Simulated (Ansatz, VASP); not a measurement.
**Two plane-wave programs on ZnSe**

INCAR

```
PREC = Accurate ; ENCUT = 520
EDIFF = 1E-7 ; ISMEAR = 0
SIGMA = 0.05 ; LREAL = F
LASPH = T ; NELM = 100
ALGO = Normal ; ISIF = 2
LWAVE = F ; LCHARG = F
GGA = CA ; NBANDS = 26
```

Contents of KPOINTS:

```
regular mesh
0
Gamma
  8 8 6
```

File POSCAR:

```
ZnSe
1.0
    4.1605590088      0.0000000000      0.0000000000
    0.0000000000      4.1605590088      0.0000000000
    0.0000000000      0.0000000000      5.4910814719
Zn Se
2 2
Direct
    0.0000000000      0.0000000000      0.0000000000
    0.5000000000      0.5000000000      0.0000000000
    0.0000000000      0.5000000000      0.3361676647
    0.5000000000      0.0000000000      0.6638323353
```

Input for Ansatz:

```yaml
crystal:
  lattice:
    - [4.1605590088, 0.0, 0.0]
    - [0.0, 4.1605590088, 0.0]
    - [0.0, 0.0, 5.4910814719]
  atoms:
    - { symbol: Zn, position: [0.0, 0.0, 0.0] }
    - { symbol: Zn, position: [0.5, 0.5, 0.0] }
    - { symbol: Se, position: [0.0, 0.5, 0.3361676647] }
    - { symbol: Se, position: [0.5, 0.0, 0.6638323353] }
basis:
  ecutwfc: 520.0
kpoints:
  mp_grid: { grid: [8, 8, 6] }
hamiltonian:
  xc: lda
scf:
  occupations: { method: gaussian, width: 0.05 }
output:
  forces: true
  stress: true
  eigenvalues: true
```

Alike in both runs: task single point; functional LDA; k mesh 8 × 8 × 6; occupations gaussian, width 0.05 eV; no spin polarisation.

```csv
,VASP,Ansatz
version,VASP 6.6.1,Ansatz 0.2.0
potentials or method,"VASP PAW LDA potentials, release 64 (Zn, Se), cutoff 520 eV","scalar-relativistic, plane waves, PAW"
valence electrons in the cell,36,56
```

VASP gave:

```
gap on the k mesh at the Fermi level (eV)                     : 0.20
least direct gap on the mesh (eV)                             : 0.20
pressure (GPa)                                                : -11.9
traceless stress, the component that is largest in VASP (GPa) : -5.19
rms of the force components (eV/Å)                            : 1.144
```

Task: Which values does Ansatz return?

Result: gap on the k mesh at the Fermi level (eV): 0.19; least direct gap on the mesh (eV): 0.19; pressure (GPa): -12.1; traceless stress, the component that is largest in VASP (GPa): -5.19; rms of the force components (eV/Å): 1.150.

LDA's correlation is that of Perdew and Zunger in VASP and of Perdew and Wang (1992) in Ansatz. Atom by atom the forces differ by 0.006 eV/Å (rms over components). VASP's potentials hold 36 valence electrons a cell and Ansatz's 56, so a difference there can come from the potentials and not from the codes.
